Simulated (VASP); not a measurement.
# ZnO (zincite) (P6_3mc) in VASP: settings compared

Aim: see how the results for ZnO (zincite) move with the level of theory and the settings. Levels: RPBE, PBEsol. Tasks: single point, relaxation of cell and atoms.

Program: VASP 6.6.1. These are calculated values, not measurements. Logs are shortened: lines on timing, memory, paths and dates and some standing lists are left out, and cuts for length are marked.

**What was measured.**

From “Electronic structure of alkaline earth and post-transition metal oxides”, 2009, arxiv:0908.1581, for a bulk crystal of ZnO: band gap 3.37 eV.

How close the calculation comes is told below.

### Step 1. The cell of the first run

Symmetry: P6_3mc, No. 186, hexagonal system. Conventional cell: a = 3.318 Å, b = 3.318 Å, c = 5.352 Å, α = 90.00°, β = 90.00°, γ = 120.00°. Zn (site symmetry 3m) has 4 O at 2.02 to 2.03 Å within 2.7 Å. Within 2.7 Å of O (site symmetry 3m) lie 4 Zn at 2.02 to 2.03 Å.

### Step 2. Single point, RPBE

INCAR reads:

```
PREC = Accurate ; ENCUT = 520
EDIFF = 1E-6 ; ISMEAR = 0
SIGMA = 0.01 ; LREAL = False
LASPH = True ; NELM = 100
ALGO = Normal ; ISIF = 2
LWAVE = False ; LCHARG = False
GGA = RP ; NBANDS = 26
```

KPOINTS reads:

```
regular mesh
0
Gamma
  6 6 4
```

POSCAR reads:

```
ZnO
1.0
    3.3182284393      0.0000000000      0.0000000000
   -1.6591142197      2.8736701240      0.0000000000
    0.0000000000      0.0000000000      5.3519124065
Zn O
2 2
Direct
    0.3333333333      0.6666666667      0.4998135427
    0.6666666667      0.3333333333     -0.0001864573
    0.6666666667      0.3333333333      0.3791964573
    0.3333333333      0.6666666667      0.8791964573
```

Potentials or basis: VASP PAW PBE potentials, release 64 (Zn, O).

Run with:

```
> cat potpaw_PBE.64/Zn/POTCAR potpaw_PBE.64/O/POTCAR > POTCAR
> mpirun -np 1 vasp_std > vasp.out
```

OUTCAR:

```text
PREC = Accurate
   ENCUT = 520
   EDIFF = 1E-6
   ISMEAR = 0
   LREAL = False
   LASPH = True
   NELM = 100
   ISIF = 2
   GGA = RP

 ion  position               nearest neighbor table
   1  0.333  0.667  0.500-   3 2.02   3 2.02   3 2.02   4 2.03
   2  0.667  0.333  1.000-   4 2.02   4 2.02   4 2.02   3 2.03
   3  0.667  0.333  0.379-   1 2.02   1 2.02   1 2.02   2 2.03
   4  0.333  0.667  0.879-   2 2.02   2 2.02   2 2.02   1 2.03

  LATTYP: Found a hexagonal cell.
 ALAT       =     3.3182284393
 C/A-ratio  =     1.6128824475

  Lattice vectors:

 A1 = (   3.3182284393,   0.0000000000,   0.0000000000)
 A2 = (  -1.6591142197,   2.8736701240,   0.0000000000)
 A3 = (   0.0000000000,   0.0000000000,   5.3519124065)

Analysis of symmetry for initial positions (statically):
=====================================================================
 Subroutine PRICEL returns:
 Original cell was already a primitive cell.

 Routine SETGRP: Setting up the symmetry group for a
 hexagonal supercell.

 Subroutine GETGRP returns: Found 12 space group operations
 (whereof  6 operations were pure point group operations)
 out of a pool of 24 trial point group operations.

The static configuration has the point symmetry C_3v.
 The point group associated with its full space group is C_6v.

Analysis of symmetry for dynamics (positions and initial velocities):
=====================================================================
 Subroutine PRICEL returns:
 Original cell was already a primitive cell.

 Routine SETGRP: Setting up the symmetry group for a
 hexagonal supercell.

 Subroutine GETGRP returns: Found 12 space group operations
 (whereof  6 operations were pure point group operations)
 out of a pool of 24 trial point group operations.

The dynamic configuration has the point symmetry C_3v.
 The point group associated with its full space group is C_6v.

 Subroutine INISYM returns: Found 12 space group operations
 (whereof  6 operations are pure point group operations),
 and found     1 'primitive' translations

----------------------------------------------------------------------------------------

                                     Primitive cell

  volume of cell :      51.0331

  direct lattice vectors                    reciprocal lattice vectors
     3.318228439  0.000000000  0.000000000     0.301365629  0.173993527  0.000000000
    -1.659114220  2.873670124  0.000000000     0.000000000  0.347987054  0.000000000
     0.000000000  0.000000000  5.351912407     0.000000000  0.000000000  0.186849097

  length of vectors
     3.318228439  3.318228439  5.351912407     0.347987054  0.347987054  0.186849097

  position of ions in fractional coordinates (direct lattice)
     0.333333333  0.666666667  0.499813543
     0.666666667  0.333333333  0.999813543
     0.666666667  0.333333333  0.379196457
     0.333333333  0.666666667  0.879196457

  ion indices of the primitive-cell ions
   primitive index   ion index
                 1           1
                 2           2
                 3           3
                 4           4

----------------------------------------------------------------------------------------

 KPOINTS: regular mesh

Automatic generation of k-mesh.
 Grid dimensions read from file:
 generate k-points for:    6    6    4

 Generating k-lattice:

  Cartesian coordinates                     Fractional coordinates (reciprocal lattice)
     0.050227605  0.028998921  0.000000000     0.166666667  0.000000000  0.000000000
     0.000000000  0.057997842  0.000000000     0.000000000  0.166666667  0.000000000
     0.000000000  0.000000000  0.046712274     0.000000000  0.000000000  0.250000000

  Length of vectors
     0.057997842  0.057997842  0.046712274

  Shift w.r.t. Gamma in fractional coordinates (k-lattice)
     0.000000000  0.000000000  0.000000000

 Subroutine IBZKPT returns following result:
 ===========================================

 Found     21 irreducible k-points:

 Following reciprocal coordinates:
            Coordinates               Weight
  0.000000  0.000000  0.000000      1.000000
  0.166667  0.000000  0.000000      6.000000
  0.333333  0.000000  0.000000      6.000000
  0.500000  0.000000  0.000000      3.000000
  0.166667  0.166667  0.000000      6.000000
  0.333333  0.166667  0.000000     12.000000
[... 13 lines left out ...]
  0.333333  0.166667  0.500000     12.000000
  0.333333  0.333333  0.500000      2.000000
   k-points           NKPTS =     21   k-points in BZ     NKDIM =     21   number of bands    NBANDS=     26
   number of dos      NEDOS =    301   number of ions     NIONS =      4
   total plane-waves  NPLWV =  31360
   dimension x,y,z NGX =    28 NGY =   28 NGZ =   40
   dimension x,y,z NGXF=    56 NGYF=   56 NGZF=   80
   ions per type =               2   2
   NGX,Y,Z   is equivalent  to a cutoff of  14.03, 14.03, 12.43 a.u.
   NGXF,Y,Z  is equivalent  to a cutoff of  28.06, 28.06, 24.85 a.u.
 SYSTEM =  unknown system
   PREC   = accura    normal or accurate (medium, high low for compatibility)
   ISTART =      0    job   : 0-new  1-cont  2-samecut
   ICHARG =      2    charge: 1-file 2-atom 10-const
   ISPIN  =      1    spin polarized calculation?
   LNONCOLLINEAR =      F non collinear calculations
   LSORBIT =      F    spin-orbit coupling
   LASPH  =      T    aspherical Exc in radial PAW
   ENCUT  =  520.0 eV  38.22 Ry    6.18 a.u.   6.17  6.17  9.95*2*pi/ulx,y,z
   NELM   =    100;   NELMIN=  2; NELMDL= -5     # of ELM steps
   EDIFF  = 0.1E-05   stopping-criterion for ELM
   LREAL  =      F    real-space projection
   EDIFFG = 0.1E-04   stopping-criterion for IOM
   NSW    =      0    number of steps for IOM
   IBRION =     -1    ionic relax: 0-MD 1-quasi-New 2-CG
   NFREE  =      0    steps in history (QN), initial steepest desc. (CG)
   ISIF   =      2    stress and relaxation
   ISYM   =      2    0-nonsym 1-usesym 2-fastsym
   POTIM  = 0.5000    time-step for ionic-motion
   TEBEG  =    0.0;   TEEND  =   0.0 temperature during run
   PSTRESS=    0.0 pullay stress
   NELECT =      36.0000    total number of electrons
   NUPDOWN=      -1.0000    fix difference up-down
   EMIN   =  10.00;   EMAX   =-10.00  energy-range for DOS
   EFERMI =   0.00;   METHOD = LEGACY
   ISMEAR =     0;   SIGMA  =   0.01  broadening in eV -4-tet -1-fermi 0-gaus
   EFERMI_NEDOS =   21; number of points for ismear=-14 and -15
   IALGO  =     38    algorithm
   IMIX   =      4    mixing-type and parameters
     AMIX     =   0.40;   BMIX     =  1.00
     AMIX_MAG =   1.60;   BMIX_MAG =  1.00
  volume/ion in A,a.u.               =      12.76        86.10
  Fermi-wavevector in a.u.,A,eV,Ry     =   1.457331  2.753957 28.896247  2.123814
  Thomas-Fermi vector in A             =   2.574145
   LORBIT       =      0    0 simple, 1 ext, 2 COOP (PROOUT), +10 PAW based schemes
   GGA     = RP    functional components
   LHFCALC =     F    Hartree Fock is set to
   AEXX    =    0.0000 exact exchange contribution
   IVDW    =     0    specifies the selected vdW correction
   LEPSILON=     F    determine dielectric tensor
   LRPA    =     F    only Hartree local field effects (RPA)
 non-spin polarized calculation
 Gauss-broadening in eV      SIGMA  =   0.01
  energy-cutoff  :      520.00
  volume of cell :       51.03
 maximum number of plane-waves:      1387
 NGX is ok and might be reduce to    28
   NGX = 13   NGY = 13   NGZ = 19

 number of electron      36.0000027 magnetization

 Free energy of the ion-electron system (eV)
  ---------------------------------------------------
  ext. energy  EPLUGINS =         0.00000000
  ---------------------------------------------------
  free energy    TOTEN  =       -16.37407242 eV

  energy without entropy =      -16.37407242  energy(sigma->0) =      -16.37407242

 E-fermi :   0.8932     XC(G=0): -10.2759

 val. band max:        0.7908033940   @ k =   0.0000   0.0000   0.0000
 cond. band min:       1.5647623226   @ k =   0.0000   0.0000   0.0000
 fundamental gap:      0.7739589286
 Fermi energy:         0.8931501728

 k-point     1 :       0.0000    0.0000    0.0000
  band No.  band energies     occupation
      1     -16.8559      2.00000
      2     -16.2505      2.00000
      3      -4.5900      2.00000
      4      -4.5900      2.00000
      5      -4.5506      2.00000
      6      -4.4188      2.00000
[... 18 lines left out ...]
     25      14.5771      0.00000
     26      14.5771      0.00000

 k-point     2 :       0.1667    0.0000    0.0000
  band No.  band energies     occupation
      1     -16.7316      2.00000
      2     -16.1971      2.00000
      3      -4.6969      2.00000
      4      -4.5173      2.00000
      5      -4.4912      2.00000
      6      -4.4062      2.00000
[... 18 lines left out ...]
     25      14.5138      0.00000
     26      14.7363      0.00000

 k-point     3 :       0.3333    0.0000    0.0000
  band No.  band energies     occupation
      1     -16.4538      2.00000
      2     -16.1081      2.00000
      3      -4.7931      2.00000
      4      -4.4955      2.00000
      5      -4.4007      2.00000
      6      -4.1944      2.00000
[... 18 lines left out ...]
     25      13.9095      0.00000
     26      14.5079      0.00000

 k-point     4 :       0.5000    0.0000    0.0000
  band No.  band energies     occupation
      1     -16.2794      2.00000
      2     -16.0934      2.00000
      3      -4.7355      2.00000
      4      -4.4841      2.00000
      5      -4.3629      2.00000
      6      -4.0060      2.00000
[... 18 lines left out ...]
     25      13.7346      0.00000
     26      14.6148      0.00000

 k-point     5 :       0.1667    0.1667    0.0000
  band No.  band energies     occupation
      1     -16.5294      2.00000
      2     -16.1265      2.00000
      3      -4.7053      2.00000
      4      -4.5500      2.00000
      5      -4.3894      2.00000
      6      -4.3262      2.00000
[... 18 lines left out ...]
     25      13.1065      0.00000
     26      15.6773      0.00000

 k-point     6 :       0.3333    0.1667    0.0000
  band No.  band energies     occupation
      1     -16.2854      2.00000
      2     -16.0901      2.00000
      3      -4.6493      2.00000
      4      -4.4198      2.00000
      5      -4.3002      2.00000
      6      -4.1238      2.00000
[... 340 lines left out ...]
 k-point    18 :       0.5000    0.0000    0.5000
  band No.  band energies     occupation
      1     -16.1798      2.00000
      2     -16.1798      2.00000
      3      -4.8538      2.00000
      4      -4.8538      2.00000
      5      -4.1573      2.00000
      6      -4.1573      2.00000
[... 18 lines left out ...]
     25      14.1534      0.00000
     26      14.1534      0.00000

 k-point    19 :       0.1667    0.1667    0.5000
  band No.  band energies     occupation
      1     -16.3264      2.00000
      2     -16.3264      2.00000
      3      -4.8029      2.00000
      4      -4.8029      2.00000
      5      -4.3790      2.00000
      6      -4.3790      2.00000
[... 18 lines left out ...]
     25      13.9654      0.00000
     26      13.9654      0.00000

 k-point    20 :       0.3333    0.1667    0.5000
  band No.  band energies     occupation
      1     -16.1814      2.00000
      2     -16.1814      2.00000
      3      -4.7348      2.00000
      4      -4.7348      2.00000
      5      -4.2465      2.00000
      6      -4.2465      2.00000
[... 18 lines left out ...]
     25      14.6891      0.00000
     26      14.6891      0.00000

 k-point    21 :       0.3333    0.3333    0.5000
  band No.  band energies     occupation
      1     -16.1336      2.00000
      2     -16.1336      2.00000
      3      -4.5299      2.00000
      4      -4.5299      2.00000
      5      -4.3551      2.00000
      6      -4.3551      2.00000
[... 18 lines left out ...]
     25      16.1578      0.00000
     26      16.1605      0.00000

------------------------ aborting loop because EDIFF is reached ----------------------------------------

  FORCE on cell =-STRESS in cart. coord.  units (eV):
  Direction    XX          YY          ZZ          XY          YZ          ZX
  --------------------------------------------------------------------------------------
  -------------------------------------------------------------------------------------
  Total        0.2939871      0.2939871      0.2869078     -0.0000000     -0.0000000      0.0000000
  in kB        9.2296810      9.2296810      9.0074265     -0.0000000     -0.0000000      0.0000000
  external PRESSURE =       9.1555961 kB  Pullay stress =       0.0000000 kB

 VOLUME and BASIS-vectors are now :
 -----------------------------------------------------------------------------
  energy-cutoff  :      520.00
  volume of cell :       51.03
      direct lattice vectors                 reciprocal lattice vectors
     3.318228439  0.000000000  0.000000000     0.301365629  0.173993527  0.000000000
    -1.659114220  2.873670124  0.000000000     0.000000000  0.347987054  0.000000000
     0.000000000  0.000000000  5.351912407     0.000000000  0.000000000  0.186849097

 POSITION                                       TOTAL-FORCE (eV/Angst)
 -----------------------------------------------------------------------------------
     -0.00000      1.91578      2.67496        -0.000000      0.000000      0.000904
      1.65911      0.95789      5.35091         0.000000      0.000000      0.000904
      1.65911      0.95789      2.02943        -0.000000      0.000000     -0.000904
     -0.00000      1.91578      4.70538         0.000000      0.000000     -0.000904
 -----------------------------------------------------------------------------------
    total drift:                                0.000000      0.000000     -0.000186

  FREE ENERGIE OF THE ION-ELECTRON SYSTEM (eV)
  ---------------------------------------------------
  free  energy   TOTEN  =       -16.3740724198 eV

  energy  without entropy=      -16.3740724198  energy(sigma->0) =      -16.37407242
```

Wall time 14 s (1 thread of Intel Xeon 6975P-C (Granite Rapids), shared host); peak memory 0.17 GiB.

Results:

```yaml
Free_energy: -16.3741 eV
Pressure: 0.9 GPa
Band_gap_on_the_k_mesh: 0.77 eV, direct
```

Caveat: the PAW data sets were made with another functional, which shifts forces and pressure a little.

(Part 1 of 2 ends here.)
